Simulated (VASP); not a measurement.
# SrCl2 (Fm-3m) in VASP: single point with LDA

Aim: the single point of SrCl2 with LDA.

All numbers are computed with VASP 6.6.1; they aren't measurements. Logs are shortened: lines on timing, memory, paths and dates and some standing lists are left out, and cuts for length are marked.

## 1. The cell of the first run

It takes space group Fm-3m (No. 225, cubic). Conventional cell: a = 6.971 Å, b = 6.971 Å, c = 6.971 Å, α = 90.00°, β = 90.00°, γ = 90.00°. Sr (site symmetry m-3m) has 8 Cl at 3.02 Å within 4.0 Å. Cl (site symmetry -43m) has 4 Sr at 3.02 Å and 6 Cl at 3.49 Å within 4.0 Å.

## 2. Single point, LDA

Contents of INCAR:

```
PREC = Accurate
ENCUT = 520
EDIFF = 1E-6
ISMEAR = 0
SIGMA = 0.05
LREAL = F
LASPH = T
NELM = 80
ALGO = Normal
ISIF = 2
LWAVE = F
LCHARG = T
GGA = CA
LELF = T
LVHAR = T
NBANDS = 46
```

Contents of KPOINTS:

```
Automatic mesh
0
Gamma
  5 5 2
```

Contents of POSCAR:

```
SrCl2
1.0
    3.4855000000     -3.4855000000      0.0000000000
    3.4855000000      0.0000000000     -3.4855000000
    6.9710000000      6.9710000000      6.9710000000
Sr Cl
3 6
Direct
    0.6666666667      0.6666666667      0.3333333333
    0.0000000000      0.0000000000      0.0000000000
    0.3333333333      0.3333333333      0.6666666667
    0.6666666667      0.6666666667      0.5833333333
    1.0000000000      0.0000000000      0.2500000000
    0.3333333333      0.3333333333      0.9166666667
    0.6666666667      0.6666666667      0.0833333333
    1.0000000000      1.0000000000      0.7500000000
    0.3333333333      0.3333333333      0.4166666667
```

Potentials or basis: VASP PAW LDA potentials, release 64 (Sr_sv, Cl).

Command:

```console
$ cat potpaw_LDA.64/Sr_sv/POTCAR potpaw_LDA.64/Cl/POTCAR > POTCAR
$ mpirun -np 1 vasp_std > vasp.out
```

OUTCAR:

```text
PREC = Accurate
   ENCUT = 520
   EDIFF = 1E-6
   ISMEAR = 0
   LREAL = F
   LASPH = T
   NELM = 80
   ISIF = 2
   GGA = CA

 ion  position               nearest neighbor table
   1  0.667  0.667  0.333-   5 3.02   9 3.02   4 3.02   9 3.02   7 3.02   5 3.02   5 3.02   9 3.02
                             2 4.93   2 4.93   2 4.93   3 4.93   3 4.93   3 4.93
   2  0.000  0.000  0.000-   6 3.02   7 3.02   5 3.02   7 3.02   7 3.02   8 3.02   6 3.02   6 3.02
                             1 4.93   3 4.93   3 4.93   1 4.93   3 4.93   1 4.93
   3  0.333  0.333  0.667-   8 3.02   8 3.02   6 3.02   8 3.02   9 3.02   4 3.02   4 3.02   4 3.02
                             2 4.93   2 4.93   2 4.93   1 4.93   1 4.93   1 4.93
   4  0.667  0.667  0.583-   3 3.02   3 3.02   1 3.02   3 3.02
   5  0.000  0.000  0.250-   1 3.02   1 3.02   1 3.02   2 3.02
   6  0.333  0.333  0.917-   2 3.02   2 3.02   2 3.02   3 3.02
   7  0.667  0.667  0.083-   2 3.02   1 3.02   2 3.02   2 3.02
   8  0.000  0.000  0.750-   3 3.02   2 3.02   3 3.02   3 3.02
   9  0.333  0.333  0.417-   3 3.02   1 3.02   1 3.02   1 3.02

  LATTYP: Found a hexagonal cell.
 ALAT       =     4.9292413717
 C/A-ratio  =     2.4494897428

  Lattice vectors:

 A1 = (  -3.4855000000,   0.0000000000,   3.4855000000)
 A2 = (   3.4855000000,  -3.4855000000,   0.0000000000)
 A3 = (   6.9710000000,   6.9710000000,   6.9710000000)

Analysis of symmetry for initial positions (statically):
=====================================================================
 Subroutine PRICEL returns following result:

  LATTYP: Found a face centered cubic cell.
 ALAT       =     6.9709999997

  Lattice vectors:

 A1 = (  -3.4855000000,  -3.4854999997,   0.0000000003)
 A2 = (  -0.0000000000,  -3.4854999990,   3.4855000010)
 A3 = (  -3.4855000000,   0.0000000000,   3.4855000000)

   3 primitive cells build up your supercell.

 Routine SETGRP: Setting up the symmetry group for a
 hexagonal supercell.

 Subroutine GETGRP returns: Found 12 space group operations
 (whereof 12 operations were pure point group operations)
 out of a pool of 24 trial point group operations.

The static configuration has the point symmetry D_3d.

Analysis of symmetry for dynamics (positions and initial velocities):
=====================================================================
 Subroutine PRICEL returns following result:

  LATTYP: Found a face centered cubic cell.
 ALAT       =     6.9709999997

  Lattice vectors:

 A1 = (  -3.4855000000,  -3.4854999997,   0.0000000003)
 A2 = (  -0.0000000000,  -3.4854999990,   3.4855000010)
 A3 = (  -3.4855000000,   0.0000000000,   3.4855000000)

   3 primitive cells build up your supercell.

 Routine SETGRP: Setting up the symmetry group for a
 hexagonal supercell.

 Subroutine GETGRP returns: Found 12 space group operations
 (whereof 12 operations were pure point group operations)
 out of a pool of 24 trial point group operations.

The dynamic configuration has the point symmetry D_3d.

 Subroutine INISYM returns: Found 12 space group operations
 (whereof 12 operations are pure point group operations),
 and found     3 'primitive' translations

----------------------------------------------------------------------------------------

                                     Primitive cell

  volume of cell :      84.6887

  direct lattice vectors                    reciprocal lattice vectors
    -3.485500000 -3.485500000  0.000000000    -0.143451442 -0.143451442 -0.143451442
    -0.000000000 -3.485499999  3.485500001     0.143451442 -0.143451442  0.143451442
    -3.485500000  0.000000000  3.485500000    -0.143451442  0.143451442  0.143451442

  length of vectors
     4.929241371  4.929241372  4.929241372     0.248465185  0.248465185  0.248465185

  position of ions in fractional coordinates (direct lattice)
     0.000000000  0.000000000  1.000000000
     0.250000000  0.250000000  0.250000000
     0.750000000  0.750000000  0.750000000

  ion indices of the primitive-cell ions
   primitive index   ion index
                 1           1
                 2           4
                 3           7

----------------------------------------------------------------------------------------

 KPOINTS: Automatic mesh

Automatic generation of k-mesh.
 Grid dimensions read from file:
 generate k-points for:    5    5    2

 Generating k-lattice:

  Cartesian coordinates                     Fractional coordinates (reciprocal lattice)
     0.019126859 -0.038253718  0.019126859     0.200000000  0.000000000  0.000000000
     0.019126859  0.019126859 -0.038253718     0.000000000  0.200000000  0.000000000
     0.023908574  0.023908574  0.023908574     0.000000000  0.000000000  0.500000000

  Length of vectors
     0.046851045  0.046851045  0.041410864

  Shift w.r.t. Gamma in fractional coordinates (k-lattice)
     0.000000000  0.000000000  0.000000000

 Subroutine IBZKPT returns following result:
 ===========================================

 Found     10 irreducible k-points:

 Following reciprocal coordinates:
            Coordinates               Weight
  0.000000  0.000000  0.000000      1.000000
  0.200000  0.000000  0.000000      6.000000
  0.400000  0.000000  0.000000      6.000000
  0.400000  0.200000 -0.000000      6.000000
 -0.400000  0.200000 -0.000000      6.000000
  0.000000  0.000000  0.500000      1.000000
  0.200000  0.000000  0.500000      6.000000
  0.400000  0.000000  0.500000      6.000000
  0.400000  0.200000  0.500000      6.000000
 -0.400000  0.200000  0.500000      6.000000
   k-points           NKPTS =     10   k-points in BZ     NKDIM =     10   number of bands    NBANDS=     46
   number of dos      NEDOS =    301   number of ions     NIONS =      9
   total plane-waves  NPLWV = 144000
   dimension x,y,z NGX =    40 NGY =   40 NGZ =   90
   dimension x,y,z NGXF=    80 NGYF=   80 NGZF=  180
   ions per type =               3   6
   NGX,Y,Z   is equivalent  to a cutoff of  13.49, 13.49, 12.39 a.u.
   NGXF,Y,Z  is equivalent  to a cutoff of  26.98, 26.98, 24.78 a.u.
 SYSTEM =  unknown system
   PREC   = accura    normal or accurate (medium, high low for compatibility)
   ISTART =      0    job   : 0-new  1-cont  2-samecut
   ICHARG =      2    charge: 1-file 2-atom 10-const
   ISPIN  =      1    spin polarized calculation?
   LNONCOLLINEAR =      F non collinear calculations
   LSORBIT =      F    spin-orbit coupling
   LASPH  =      T    aspherical Exc in radial PAW
   ENCUT  =  520.0 eV  38.22 Ry    6.18 a.u.   9.17  9.17 22.45*2*pi/ulx,y,z
   NELM   =     80;   NELMIN=  2; NELMDL= -5     # of ELM steps
   EDIFF  = 0.1E-05   stopping-criterion for ELM
   LREAL  =      F    real-space projection
   EDIFFG = 0.1E-04   stopping-criterion for IOM
   NSW    =      0    number of steps for IOM
   IBRION =     -1    ionic relax: 0-MD 1-quasi-New 2-CG
   NFREE  =      0    steps in history (QN), initial steepest desc. (CG)
   ISIF   =      2    stress and relaxation
   ISYM   =      2    0-nonsym 1-usesym 2-fastsym
   POTIM  = 0.5000    time-step for ionic-motion
   TEBEG  =    0.0;   TEEND  =   0.0 temperature during run
   PSTRESS=    0.0 pullay stress
   NELECT =      72.0000    total number of electrons
   NUPDOWN=      -1.0000    fix difference up-down
   EMIN   =  10.00;   EMAX   =-10.00  energy-range for DOS
   EFERMI =   0.00;   METHOD = LEGACY
   ISMEAR =     0;   SIGMA  =   0.05  broadening in eV -4-tet -1-fermi 0-gaus
   EFERMI_NEDOS =   21; number of points for ismear=-14 and -15
   IALGO  =     38    algorithm
   IMIX   =      4    mixing-type and parameters
     AMIX     =   0.40;   BMIX     =  1.00
     AMIX_MAG =   1.60;   BMIX_MAG =  1.00
  volume/ion in A,a.u.               =      28.23       190.50
  Fermi-wavevector in a.u.,A,eV,Ry     =   1.075318  2.032056 15.732530  1.156308
  Thomas-Fermi vector in A             =   2.211171
   LORBIT       =      0    0 simple, 1 ext, 2 COOP (PROOUT), +10 PAW based schemes
   GGA     = CA    functional components
   LHFCALC =     F    Hartree Fock is set to
   AEXX    =    0.0000 exact exchange contribution
   IVDW    =     0    specifies the selected vdW correction
   LEPSILON=     F    determine dielectric tensor
   LRPA    =     F    only Hartree local field effects (RPA)
 non-spin polarized calculation
 Gauss-broadening in eV      SIGMA  =   0.05
  energy-cutoff  :      520.00
  volume of cell :      254.07
 maximum number of plane-waves:      6856
 NGX is ok and might be reduce to    40
   NGX = 19   NGY = 19   NGZ = 45

 number of electron      71.9999990 magnetization

 Free energy of the ion-electron system (eV)
  ---------------------------------------------------
  ext. energy  EPLUGINS =         0.00000000
  ---------------------------------------------------
  free energy    TOTEN  =       -42.08723088 eV

  energy without entropy =      -42.08723088  energy(sigma->0) =      -42.08723088

 E-fermi :   0.1394     XC(G=0):  -8.8101

 val. band max:       -0.0960738116   @ k =  -0.4000   0.2000  -0.0000
 cond. band min:       4.8725832639   @ k =   0.0000   0.0000   0.0000
 fundamental gap:      4.9686570754
 Fermi energy:         0.1394081824

 k-point     1 :       0.0000    0.0000    0.0000
  band No.  band energies     occupation
      1     -32.7097      2.00000
      2     -32.7071      2.00000
      3     -32.7071      2.00000
      4     -15.0547      2.00000
      5     -15.0547      2.00000
      6     -14.8232      2.00000
[... 38 lines left out ...]
     45       6.4489      0.00000
     46       7.6963      0.00000

 k-point     2 :       0.2000    0.0000    0.0000
  band No.  band energies     occupation
      1     -32.7086      2.00000
      2     -32.7065      2.00000
      3     -32.7064      2.00000
      4     -15.0721      2.00000
      5     -15.0393      2.00000
      6     -14.9253      2.00000
[... 38 lines left out ...]
     45       6.7479      0.00000
     46       7.7158      0.00000

 k-point     3 :       0.4000    0.0000    0.0000
  band No.  band energies     occupation
      1     -32.7066      2.00000
      2     -32.7058      2.00000
      3     -32.7053      2.00000
      4     -15.1619      2.00000
      5     -15.0734      2.00000
      6     -15.0682      2.00000
[... 38 lines left out ...]
     45       7.1894      0.00000
     46       7.6002      0.00000

 k-point     4 :       0.4000    0.2000   -0.0000
  band No.  band energies     occupation
      1     -32.7071      2.00000
      2     -32.7057      2.00000
      3     -32.7057      2.00000
      4     -15.0830      2.00000
      5     -15.0830      2.00000
      6     -15.0182      2.00000
[... 38 lines left out ...]
     45       7.1009      0.00000
     46       7.3449      0.00000

 k-point     5 :      -0.4000    0.2000   -0.0000
  band No.  band energies     occupation
      1     -32.7057      2.00000
      2     -32.7057      2.00000
      3     -32.7051      2.00000
      4     -15.1247      2.00000
      5     -15.0549      2.00000
      6     -15.0549      2.00000
[... 38 lines left out ...]
     45       7.1332      0.00000
     46       7.3793      0.00000

 k-point     6 :       0.0000    0.0000    0.5000
  band No.  band energies     occupation
      1     -32.7089      2.00000
      2     -32.7089      2.00000
      3     -32.7063      2.00000
      4     -15.1153      2.00000
      5     -14.9068      2.00000
      6     -14.9068      2.00000
[... 38 lines left out ...]
     45       7.2823      0.00000
     46       7.4245      0.00000

 k-point     7 :       0.2000    0.0000    0.5000
  band No.  band energies     occupation
      1     -32.7080      2.00000
      2     -32.7079      2.00000
      3     -32.7058      2.00000
      4     -15.0798      2.00000
      5     -14.9880      2.00000
      6     -14.9784      2.00000
[... 38 lines left out ...]
     45       7.1538      0.00000
     46       7.5208      0.00000

 k-point     8 :       0.4000    0.0000    0.5000
  band No.  band energies     occupation
      1     -32.7065      2.00000
      2     -32.7060      2.00000
      3     -32.7052      2.00000
      4     -15.1128      2.00000
      5     -15.1061      2.00000
      6     -15.0966      2.00000
[... 38 lines left out ...]
     45       7.0775      0.00000
     46       7.3583      0.00000

 k-point     9 :       0.4000    0.2000    0.5000
  band No.  band energies     occupation
      1     -32.7066      2.00000
      2     -32.7066      2.00000
      3     -32.7052      2.00000
      4     -15.0623      2.00000
      5     -15.0623      2.00000
      6     -15.0342      2.00000
[... 38 lines left out ...]
     45       7.0210      0.00000
     46       7.0802      0.00000

 k-point    10 :      -0.4000    0.2000    0.5000
  band No.  band energies     occupation
      1     -32.7059      2.00000
      2     -32.7053      2.00000
      3     -32.7053      2.00000
      4     -15.0865      2.00000
      5     -15.0829      2.00000
      6     -15.0829      2.00000
[... 38 lines left out ...]
     45       7.1607      0.00000
     46       7.1768      0.00000

------------------------ aborting loop because EDIFF is reached ----------------------------------------

  FORCE on cell =-STRESS in cart. coord.  units (eV):
  Direction    XX          YY          ZZ          XY          YZ          ZX
  --------------------------------------------------------------------------------------
  -------------------------------------------------------------------------------------
  Total       -4.2036652     -4.2036652     -4.2036652      0.0003881      0.0003881      0.0003881
  in kB      -26.5089294    -26.5089294    -26.5089294      0.0024472      0.0024472      0.0024472
  external PRESSURE =     -26.5089294 kB  Pullay stress =       0.0000000 kB

 VOLUME and BASIS-vectors are now :
 -----------------------------------------------------------------------------
  energy-cutoff  :      520.00
  volume of cell :      254.07
      direct lattice vectors                 reciprocal lattice vectors
     3.485500000 -3.485500000  0.000000000     0.095634294 -0.191268589  0.095634294
     3.485500000  0.000000000 -3.485500000     0.095634294  0.095634294 -0.191268589
     6.971000000  6.971000000  6.971000000     0.047817147  0.047817147  0.047817147

 POSITION                                       TOTAL-FORCE (eV/Angst)
 -----------------------------------------------------------------------------------
      6.97100     -0.00000     -0.00000         0.000000      0.000000      0.000000
      0.00000      0.00000      0.00000         0.000000      0.000000      0.000000
      6.97100      3.48550      3.48550         0.000000      0.000000      0.000000
      8.71375      1.74275      1.74275         0.000006      0.000006      0.000006
      1.74275      1.74275      1.74275         0.000006      0.000006      0.000006
      8.71375      5.22825      5.22825         0.000006      0.000006      0.000006
      5.22825     -1.74275     -1.74275        -0.000006     -0.000006     -0.000006
      5.22825      5.22825      5.22825        -0.000006     -0.000006     -0.000006
      5.22825      1.74275      1.74275        -0.000006     -0.000006     -0.000006
 -----------------------------------------------------------------------------------
    total drift:                               -0.000000     -0.000000      0.000000

  FREE ENERGIE OF THE ION-ELECTRON SYSTEM (eV)
  ---------------------------------------------------
  free  energy   TOTEN  =       -42.0872308755 eV

  energy  without entropy=      -42.0872308755  energy(sigma->0) =      -42.08723088
```

Wall time 1.9 min (1 thread of Intel Xeon Platinum 8259CL at 2.50GHz (Skylake/Cascade Lake), shared host); peak memory 0.33 GiB.

Results:

* Free energy: -42.0872 eV
* Pressure: -2.7 GPa
* Band gap on the k mesh: 4.97 eV

Levels at points of the mesh, in eV from the valence-band top:
| k point | band 32 | band 33 | band 34 | band 35 | band 36 | band 37 | band 38 | band 39 | band 40 | band 41 |
| --- | --- | --- | --- | --- | --- | --- | --- | --- | --- | --- |
| (0.00, 0.00, 0.00) | -0.77 | -0.77 | -0.28 | -0.28 | -0.28 | 4.97 | 5.89 | 5.89 | 6.43 | 6.43 |
| (0.00, 0.00, 0.50) | -0.61 | -0.43 | -0.43 | -0.43 | -0.43 | 5.58 | 5.58 | 6.10 | 6.10 | 6.10 |

Caveat: an odd mesh through Γ misses points on the zone boundary, where band edges can lie.
